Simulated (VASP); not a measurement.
Runs of VASP 6.6.1 on Nb. The structure is that of space group Im-3m (No. 229), or close to it. The cells are those of the table. 

| task | cell | k mesh | cutoff (eV) | k mesh for the DOS | occupations for the DOS | gap on the mesh (eV) | pressure (GPa) |
| --- | --- | --- | --- | --- | --- | --- | --- |
| relaxation of cell and atoms | relaxed from a = 2.837 Å, angles 109.5°, 1 atom | 18 × 18 × 18 | 600 | - | - | none | 0.0 |
| single point | a = 2.882 Å, angles 109.5°, 1 atom | 8 × 8 × 8 | 500 | - | - | none | -8.5 |
| single point | a = 2.837 Å, angles 109.5°, 1 atom | 8 × 8 × 8 | 500 | - | - | none | -0.3 |
| single point | a = 2.890 Å, angles 109.5°, 1 atom | 18 × 18 × 18 | 520 | - | - | none | (c) |
| single point | a = 2.882 Å, angles 109.5°, 1 atom | 18 × 18 × 18 | 520 | - | - | none | -8.6 |
| single point | a = 2.805 Å, angles 109.5°, 1 atom | 18 × 18 × 18 | 520 | - | - | none | (a) |
| single point | a = 2.746 Å, angles 109.5°, 1 atom | 18 × 18 × 18 | 520 | - | - | none | (b) |
| single point | a = 2.926 Å, angles 109.5°, 1 atom | 18 × 18 × 18 | 520 | - | - | none | -14.7 |
| single point | a = 2.862 Å, angles 109.5°, 1 atom | 18 × 18 × 18 | 520 | - | - | none | -5.3 |

Alike in all rows: level PBEsol; potentials or basis VASP PAW PBE potentials, release 64 (Nb_sv); no spin polarisation; smearing gaussian 0.1 eV.

Q: Fill in the values left out.

A: (a) 5.5; (b) 19.6; (c) -9.7.

Caveats: the PAW data sets were made with another functional, which shifts forces and pressure a little.

A k mesh can miss the band edges, and the runs leave out spin-orbit coupling on Nb.

A gap of «none» marks levels without a gap at the run's occupations.
